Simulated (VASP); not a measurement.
Wanted: the native input for a VASP 6.6.1 run.

| Quantity | Value |
| --- | --- |
| Task | relaxation of cell and atoms |
| Functional | PBE |
| Potentials or basis | VASP PAW PBE potentials, release 64 (Mg, C) |
| Cutoff | 600 eV |
| k mesh | 6 × 6 × 4 |
| Occupations | gaussian, width 0.2 eV |
| Spin | no spin polarisation |
| Dipole correction | no |
| Further INCAR settings | ALGO = Normal; EDIFF = 1e-06; IBRION = 2; EDIFFG = -0.025; NSW = 80; ISIF = 3 |

The structure of Mg2C lies in POSCAR:

```
Mg2C
1.0
    3.3127173790     -0.0353551505     -0.0327273536
   -0.0353551505      3.2791483287      0.0142996964
   -0.0847172091      0.0370158366      8.6474376880
Mg C
4 2
Direct
    1.0046805336     -0.0111409976     -0.0083201736
    1.0117299426      0.0626993787      0.5059756575
    0.5395402304      0.4635404007      0.2560808480
    0.4536774214      0.4760089653      0.7354890738
    0.0080199690      0.0074160242      0.2607786405
   -0.0176480971      0.0014762287      0.7499959539
```

One way to write it, as run:

INCAR

```
SYSTEM = Mg2C
PREC     = Accurate       ! precision mode
ENCUT    = 600            ! plane-wave cutoff, eV
EDIFF    = 1E-6           ! SCF threshold, eV
ISMEAR   = 0              ! smearing method
SIGMA    = 0.2            ! smearing width, eV
LREAL    = .FALSE.        ! projectors in reciprocal space
LASPH    = .TRUE.         ! aspherical terms in the spheres
NELM     = 100            ! most SCF steps
ALGO     = Normal         ! electronic algorithm
ISIF     = 3              ! what is computed and relaxed
LWAVE    = .FALSE.        ! write WAVECAR
LCHARG   = .FALSE.        ! write CHGCAR
GGA      = PE             ! functional
IBRION   = 2              ! ionic algorithm
NSW      = 80             ! ionic steps
EDIFFG   = -0.025         ! ionic threshold
```

KPOINTS

```
Automatic mesh
0
G
  6 6 4
  0 0 0
```

Potentials or basis: VASP PAW PBE potentials, release 64 (Mg, C).

The run is started by

```bash
$ cat potpaw_PBE.64/Mg/POTCAR potpaw_PBE.64/C/POTCAR > POTCAR
$ mpirun -np 1 vasp_std > vasp.out
```

Results of the run:

```yaml
Relaxed_volume: 15.65 Å³/atom
Relaxed_cell: a = 3.446 Å, b = 3.175 Å, c = 8.582 Å, α = 90.02°, β = 90.01°, γ = 90.01°
Space_group_after_relaxing_to_0.1_Å: Pmmm (No. 47)
Energy_gained_by_relaxing: 65.4 meV/atom
Ionic_steps: 18
Pressure_after_relaxing: -0.1 GPa
Largest_force_after_relaxing: 0.021 eV/Å
Band_gap_on_the_k_mesh: zero (bands 8 and 9 overlap by 1.59 eV)
```

Run time: 25 min on 1 thread of Intel Xeon 8259CL (shared host), peak memory 0.31 GiB.
